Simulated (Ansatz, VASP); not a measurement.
Two plane-wave programs on CdTe

The input INCAR:

```
SYSTEM = CdTe
ALGO = Normal ; EDIFF = 1E-6
ENCUT = 520 ; GGA = PE
ISIF = 2 ; ISMEAR = 0
LASPH = .TRUE. ; LCHARG = .TRUE.
LELF = .TRUE. ; LREAL = .FALSE.
LVHAR = .TRUE. ; LWAVE = .FALSE.
NBANDS = 16 ; NELM = 80
PREC = Accurate ; SIGMA = 0.05
```

The input KPOINTS:

```
k-points
0
G
  10 10 10
  0 0 0
```

File POSCAR:

```
CdTe
1.0
    0.0000000000      3.4159070937      3.4159070937
    3.4159070937      0.0000000000      3.4159070937
    3.4159070937      3.4159070937      0.0000000000
Cd Te
1 1
Direct
    0.0000000000      0.0000000000      0.0000000000
    0.2500000000      0.2500000000      0.2500000000
```

Input for Ansatz:

```yaml
crystal:
  lattice:
    - [0.0, 3.4159070937, 3.4159070937]
    - [3.4159070937, 0.0, 3.4159070937]
    - [3.4159070937, 3.4159070937, 0.0]
  atoms:
    - { symbol: Cd, position: [0.0, 0.0, 0.0] }
    - { symbol: Te, position: [0.25, 0.25, 0.25] }
basis:
  ecutwfc: 420
  ecutrho_ratio: 4
kpoints:
  mp_grid: { grid: [10, 10, 10] }
hamiltonian:
  xc: pbe
scf:
  occupations: { method: gaussian, width: 0.05 }
output:
  forces: true
  stress: true
  eigenvalues: true
```

Alike in both runs: task single point; functional PBE; k mesh 10 × 10 × 10; occupations gaussian, width 0.05 eV; no spin polarisation.

|  | VASP | Ansatz |
| --- | --- | --- |
| version | VASP 6.6.1 | Ansatz 0.2.0 |
| potentials or method | VASP PAW PBE potentials, release 64 (Cd, Te), cutoff 520 eV | scalar-relativistic, plane waves, PAW |
| valence electrons in the cell | 18 | 36 |

```tsv
	VASP	Ansatz	Ansatz less VASP
gap on the k mesh at the Fermi level (eV)	0.31	0.32	+0.004
least direct gap on the mesh (eV)	0.31	0.32	+0.004
pressure (GPa)	-2.6	-2.7	-0.08
```

The functional is the same, so the differences come from potentials, cutoffs and numerics. VASP's potentials hold 18 valence electrons a cell and Ansatz's 36, so a difference there can come from the potentials and not from the codes.

Spin-orbit coupling is off throughout.
